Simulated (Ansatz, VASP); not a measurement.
## One calculation of C, two programs

The input INCAR:

```
PREC     = Accurate       # precision mode
ENCUT    = 520            # plane-wave cutoff, eV
EDIFF    = 1E-8           # SCF threshold, eV
ISMEAR   = -1             # smearing method
SIGMA    = 0.05           # smearing width, eV
LREAL    = F              # projectors in reciprocal space
LASPH    = T              # aspherical terms in the spheres
NELM     = 120            # most SCF steps
ALGO     = Normal         # electronic algorithm
ISIF     = 2              # what is computed and relaxed
LWAVE    = F              # write WAVECAR
LCHARG   = F              # write CHGCAR
GGA      = PE             # functional
LEFG     = T            
NBANDS   = 11             # bands
GGA_COMPAT= F
```

KPOINTS

```
Automatic mesh
0
Gamma
  13 13 13
```

POSCAR

```
C
1.0
    0.0000000000      1.7677441189      1.7677441189
    1.7677441189      0.0000000000      1.7677441189
    1.7677441189      1.7677441189      0.0000000000
C
2
Direct
    0.0000000000      0.0000000000      0.0000000000
    0.2500000000      0.2500000000      0.2500000000
```

Input for Ansatz:

```yaml
crystal:
  lattice:
    - [0.0, 1.7677441189, 1.7677441189]
    - [1.7677441189, 0.0, 1.7677441189]
    - [1.7677441189, 1.7677441189, 0.0]
  atoms:
    - { symbol: C, position: [0.0, 0.0, 0.0] }
    - { symbol: C, position: [0.25, 0.25, 0.25] }
kpoints:
  mp_grid: { grid: [13, 13, 13] }
scf:
  occupations: { method: fermi_dirac, width: 0.05 }
hamiltonian:
  xc: pbe
  pseudopotentials: { kind: paw }
output:
  forces: true
  stress: true
  eigenvalues: true
  efg: { contact_densities: true }
  write_density: true
  write_potential: true
  elf: true
  volumetric_format: npy
```

Change from the starting cell: volume scaled by 0.97, PAW files.

Alike in both runs: task electric field gradients; functional PBE; k mesh 13 × 13 × 13; occupations fermi-dirac, width 0.05 eV; no spin polarisation.

|  | VASP | Ansatz |
| --- | --- | --- |
| version | VASP 6.6.1 | Ansatz 0.2.0 |
| potentials or method | VASP PAW PBE potentials, release 64 (C) | PAW with Ansatz's default frozen-core files, scalar-relativistic |
| plane-wave cutoff (eV) | 520 | 420 |
| valence electrons in the cell | 8 | 8 |

```csv
,VASP,Ansatz,Ansatz less VASP
gap on the k mesh at the Fermi level (eV),4.20,4.21,+0.006
pressure (GPa),14.7,14.0,-0.80
```
